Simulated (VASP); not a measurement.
Here is a VASP 6.6.1 calculation.

The input INCAR:

```
PREC     = Accurate       # precision mode
ENCUT    = 520            # plane-wave cutoff, eV
EDIFF    = 1E-6           # SCF threshold, eV
ISMEAR   = -1             # smearing method
SIGMA    = 0.05           # smearing width, eV
LREAL    = F              # projectors in reciprocal space
LASPH    = T              # aspherical terms in the spheres
NELM     = 100            # most SCF steps
ALGO     = Normal         # electronic algorithm
ISIF     = 2              # what is computed and relaxed
LWAVE    = F              # write WAVECAR
LCHARG   = F              # write CHGCAR
GGA      = PE             # functional
NBANDS   = 11             # bands
```

KPOINTS

```
regular mesh
0
Gamma
  7 7 7
```

The input POSCAR:

```
Ca
1.0
    0.0000000000      2.7942000000      2.7942000000
    2.7942000000      0.0000000000      2.7942000000
    2.7942000000      2.7942000000      0.0000000000
Ca
1
Direct
    0.0000000000      0.0000000000      0.0000000000
```

Potentials or basis: VASP PAW PBE potentials, release 64 (Ca_sv).

Run with:

```bash
$ cat potpaw_PBE.64/Ca_sv/POTCAR > POTCAR
$ mpirun -np 1 vasp_std > vasp.out
```

**Question.** Predict the band gap on the k mesh.

**Answer.** Zero (bands 5 and 6 overlap by 0.17 eV).

**Question.** Estimate the pressure.

**Answer.** -0.5 GPa.
